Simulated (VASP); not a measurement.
# Se (Im-3m) in VASP: further runs, part 2 of 2

VASP 6.6.1. Earlier steps stand in the parts before.

**3. Relaxation of cell and atoms, r2SCAN**

This run uses another cell than the first one, of 19.77 Å³/atom, 0.976 times its volume.

Contents of POSCAR:

```
Se
1.0
   -1.7034486149      1.7034486149      1.7034486149
    1.7034486149     -1.7034486149      1.7034486149
    1.7034486149      1.7034486149     -1.7034486149
Se
1
Direct
    0.0000000000      0.0000000000      0.0000000000
```

Contents of INCAR.step1:

```
SYSTEM = Se
PREC     = Accurate       ! precision mode
ENCUT    = 600            ! plane-wave cutoff, eV
ISMEAR   = 0              ! smearing method
SIGMA    = 0.1            ! smearing width, eV
LREAL    = .False.        ! projectors in reciprocal space
LASPH    = .True.         ! aspherical terms in the spheres
NELM     = 100            ! most SCF steps
GGA      = PE             ! functional
ALGO     = Normal         ! electronic algorithm
EDIFF    = 1E-4           ! SCF threshold, eV
LWAVE    = .True.         ! write WAVECAR
LCHARG   = .False.        ! write CHGCAR
```

Contents of INCAR.step2:

```
SYSTEM = Se
PREC     = Accurate       ! precision mode
ENCUT    = 600            ! plane-wave cutoff, eV
EDIFF    = 1E-7           ! SCF threshold, eV
ISMEAR   = 0              ! smearing method
SIGMA    = 0.1            ! smearing width, eV
LREAL    = .False.        ! projectors in reciprocal space
LASPH    = .True.         ! aspherical terms in the spheres
NELM     = 100            ! most SCF steps
ALGO     = Normal         ! electronic algorithm
ISIF     = 3              ! what is computed and relaxed
LWAVE    = .False.        ! write WAVECAR
LCHARG   = .False.        ! write CHGCAR
METAGGA  = R2SCAN         ! meta-GGA
LMIXTAU  = .True.       
IBRION   = 2              ! ionic algorithm
NSW      = 100            ! ionic steps
EDIFFG   = -0.005         ! ionic threshold
ISTART   = 1
```

Contents of KPOINTS:

```
Automatic mesh
0
Gamma
  18 18 18
  0 0 0
```

Potentials or basis: VASP PAW PBE potentials, release 64 (Se).

On the command line:

```console
> cat potpaw_PBE.64/Se/POTCAR > POTCAR
> cp INCAR.step1 INCAR
> mpirun -np 1 vasp_std > vasp.out
> cp INCAR.step2 INCAR
> mpirun -np 1 vasp_std > vasp.out
```

OUTCAR:

```text
SYSTEM = Se
   PREC = Accurate
   ENCUT = 600
   EDIFF = 1E-7
   ISMEAR = 0
   LREAL = .False.
   LASPH = .True.
   NELM = 100
   ISIF = 3
   METAGGA = R2SCAN
   IBRION = 2
   NSW = 100
   EDIFFG = -0.005
   ISTART = 1

 ion  position               nearest neighbor table
   1  0.000  0.000  0.000-

  LATTYP: Found a body centered cubic cell.
 ALAT       =     3.4068972298

  Lattice vectors:

 A1 = (  -1.7034486149,   1.7034486149,   1.7034486149)
 A2 = (   1.7034486149,  -1.7034486149,   1.7034486149)
 A3 = (   1.7034486149,   1.7034486149,  -1.7034486149)

Analysis of symmetry for initial positions (statically):
=====================================================================
 Subroutine PRICEL returns:
 Original cell was already a primitive cell.

 Routine SETGRP: Setting up the symmetry group for a
 body centered cubic supercell.

 Subroutine GETGRP returns: Found 48 space group operations
 (whereof 48 operations were pure point group operations)
 out of a pool of 48 trial point group operations.

The static configuration has the point symmetry O_h .

[... 167 lines left out ...]
  Total        0.2203816      0.2203816      0.2203816      0.0000000      0.0000000      0.0000000
  in kB       17.8582468     17.8582468     17.8582468      0.0000000      0.0000000      0.0000000
  external PRESSURE =      17.8582468 kB  Pullay stress =       0.0000000 kB
[... 57 lines left out ...]
--------------------------------------- Ionic step        3  -------------------------------------------

 number of electron       5.9999999 magnetization

 Free energy of the ion-electron system (eV)
  ---------------------------------------------------
  ext. energy  EPLUGINS =         0.00000000
  ---------------------------------------------------
  free energy    TOTEN  =       -13.59903359 eV

  energy without entropy =      -13.59593381  energy(sigma->0) =      -13.59748370

 E-fermi :   5.4194     XC(G=0): -11.1291

 val. band max:        5.4176149101   @ k =   0.3333   0.2778   0.0556
 cond. band min:       5.4197970470   @ k =   0.1667   0.1667   0.1111
 fundamental gap:      0.0021821368
 Fermi energy:         5.4193622782

 k-point     1 :       0.0000    0.0000    0.0000
  band No.  band energies     occupation
      1     -11.4843      2.00000
      2       8.4637      0.00000
      3       8.4637      0.00000
      4       8.4637      0.00000
      5      17.8961      0.00000
      6      18.2956      0.00000
      7      18.2956      0.00000
[... 221 lines left out ...]
 k-point    24 :       0.3889    0.1111   -0.0000
  band No.  band energies     occupation
      1      -7.9455      2.00000
      2      -1.0123      2.00000
      3       4.4529      2.00000
      4       7.0216      0.00000
      5      13.8911      0.00000
      6      15.5587      0.00000
      7      21.5895      0.00000

 [... further k-points ...]

------------------------ aborting loop because EDIFF is reached ----------------------------------------

  FORCE on cell =-STRESS in cart. coord.  units (eV):
  Direction    XX          YY          ZZ          XY          YZ          ZX
  --------------------------------------------------------------------------------------
  -------------------------------------------------------------------------------------
  Total        0.0009368      0.0009368      0.0009368      0.0000000      0.0000000     -0.0000000
  in kB        0.0742465      0.0742465      0.0742465      0.0000000      0.0000000     -0.0000000
  external PRESSURE =       0.0742465 kB  Pullay stress =       0.0000000 kB
[... 16 lines left out ...]
  FREE ENERGIE OF THE ION-ELECTRON SYSTEM (eV)
  ---------------------------------------------------
  free  energy   TOTEN  =       -13.5990335919 eV

  energy  without entropy=      -13.5959338139  energy(sigma->0) =      -13.59748370

 reached required accuracy - stopping structural energy minimisation
```

OUTCAR.step1:

```text
SYSTEM = Se
   PREC = Accurate
   ENCUT = 600
   ISMEAR = 0
   LREAL = .False.
   LASPH = .True.
   NELM = 100
[... 456 lines left out ...]
 -----------------------------------------------------------------------------------
      0.00000      0.00000      0.00000         0.000000      0.000000      0.000000
 -----------------------------------------------------------------------------------
    total drift:                               -0.000000     -0.000000      0.000000

  FREE ENERGIE OF THE ION-ELECTRON SYSTEM (eV)
  ---------------------------------------------------
  free  energy   TOTEN  =        -2.9181345403 eV

  energy  without entropy=       -2.9150952209  energy(sigma->0) =       -2.91661488
```

OSZICAR.step1:

```text
N       E                     dE             d eps       ncg     rms          rms(c)
DAV:   1     0.115163147989E+02    0.11516E+02   -0.32081E+03  2737   0.836E+02
DAV:   2    -0.266326451481E+01   -0.14180E+02   -0.13789E+02  3759   0.873E+01
DAV:   3    -0.291661197011E+01   -0.25335E+00   -0.25241E+00  3241   0.128E+01
DAV:   4    -0.291688704965E+01   -0.27508E-03   -0.27508E-03  4445   0.502E-01
DAV:   5    -0.291688711446E+01   -0.64811E-07   -0.64397E-07  3346   0.491E-03    0.323E+00
DAV:   6    -0.291722428365E+01   -0.33717E-03   -0.22656E-03  3689   0.338E-01    0.191E+00
DAV:   7    -0.291811915015E+01   -0.89487E-03   -0.40494E-03  3269   0.460E-01    0.635E-02
DAV:   8    -0.291813454034E+01   -0.15390E-04   -0.11871E-04  3031   0.827E-02
   1 F= -.29181345E+01 E0= -.29166149E+01  d E =-.303932E-02
```

It took 6.5 min on 1 thread of AMD EPYC 7R43 (Zen 3), shared host; peak memory 0.14 GiB.

Results:

| Quantity | Value |
| --- | --- |
| Free energy | -13.5990 eV |
| Relaxed volume | 20.21 Å³/atom |
| Relaxed cell | a = 2.972 Å, b = 2.972 Å, c = 2.972 Å, α = 109.47°, β = 109.47°, γ = 109.47° |
| Space group after relaxing (to 0.05 Å) | Im-3m (No. 229) |
| Energy gained by relaxing | 2.4 meV/atom |
| Ionic steps | 3 |
| Pressure after relaxing | 0.0 GPa |
| Band gap on the k mesh | zero (band 3 reaches 8.46 eV, above the bottom of band 4 at 1.90 eV) |

The path:
```
step  energy change (eV)  largest force (eV/Å)  pressure (GPa)  volume (Å³)
   1              0.0000                0.0000            1.79        19.77
   2             -0.0020                0.0000           -0.71        20.41
   3             -0.0024                0.0000            0.01        20.21
```

Final structure:
```
Se
1.0
    -1.71607    1.71607    1.71607
     1.71607   -1.71607    1.71607
     1.71607    1.71607   -1.71607
Se
1
Cartesian
  0.0000 0.0000 0.0000
```

Caveat: the PAW data sets were made with another functional, which shifts forces and pressure a little.

**4. Single point, r2SCAN (volume scaled by 0.91)**

Contents of POSCAR:

```
Se
1.0
   -1.6640509825      1.6640509825      1.6640509825
    1.6640509825     -1.6640509825      1.6640509825
    1.6640509825      1.6640509825     -1.6640509825
Se
1
Direct
    0.0000000000      0.0000000000      0.0000000000
```

Contents of INCAR.step1:

```
ALGO = Normal
EDIFF = 1E-4
ENCUT = 520
GGA = PE
ISMEAR = 0
LASPH = T
LCHARG = F
LREAL = F
LWAVE = T
NBANDS = 9
NELM = 100
PREC = Accurate
SIGMA = 0.1
```

Contents of INCAR.step2:

```
ALGO = Normal
EDIFF = 1E-6
ENCUT = 520
ISIF = 2
ISMEAR = 0
ISTART = 1
LASPH = T
LCHARG = F
LMIXTAU = T
LREAL = F
LWAVE = F
METAGGA = R2SCAN
NBANDS = 9
NELM = 100
PREC = Accurate
SIGMA = 0.1
```

Contents of KPOINTS:

```
k-points
0
Gamma
  18 18 18
```

On the command line:

```console
> cat potpaw_PBE.64/Se/POTCAR > POTCAR
> cp INCAR.step1 INCAR
> mpirun -np 1 vasp_std > vasp.out
> cp INCAR.step2 INCAR
> mpirun -np 1 vasp_std > vasp.out
```

It took 2.5 min on 1 thread of AMD EPYC 7R43 (Zen 3), shared host; peak memory 0.13 GiB.

It converged, with:

```yaml
Free_energy: -13.5533 eV
Pressure: 8.9 GPa
Band_gap_on_the_k_mesh: zero (band 3 reaches 10.19 eV, above the bottom of band 4 at 2.70 eV)
```

Levels at points of the mesh, in eV from the Fermi level:
| k point | band 1 | band 2 | band 3 | band 4 | band 5 | band 6 |
| --- | --- | --- | --- | --- | --- | --- |
| (0.00, 0.00, 0.00) | -17.80 | 3.59 | 3.59 | 3.59 | 13.10 | 13.10 |
| (0.50, 0.00, 0.00) | -13.56 | -7.77 | -0.03 | 2.56 | 7.72 | 8.66 |
| (0.50, 0.50, 0.50) | -10.44 | -3.90 | -3.90 | -3.90 | 4.19 | 4.19 |

Caveat: the cell differs from its parent crystal (volume scaled by 0.91); the PAW data sets were made with another functional, which shifts forces and pressure a little.

**5. Summary**

| task | cell | cutoff (eV) | gap on the mesh (eV) | pressure (GPa) |
| --- | --- | --- | --- | --- |
| single point | a = 2.974 Å, angles 109.5°, 1 atom | 520 | none | -0.1 |
| relaxation of cell and atoms | relaxed from a = 2.950 Å, angles 109.5°, 1 atom | 600 | none | 0.0 |
| single point | a = 2.882 Å, angles 109.5°, 1 atom | 520 | none | 8.9 |

Alike in all rows: level r2SCAN; potentials or basis VASP PAW PBE potentials, release 64 (Se); no spin polarisation; k mesh 18 × 18 × 18; smearing gaussian 0.1 eV.

Caveats: the PAW data sets were made with another functional, which shifts forces and pressure a little.

Total energies depend on the potentials used, so only differences within one code and one set of settings carry meaning.
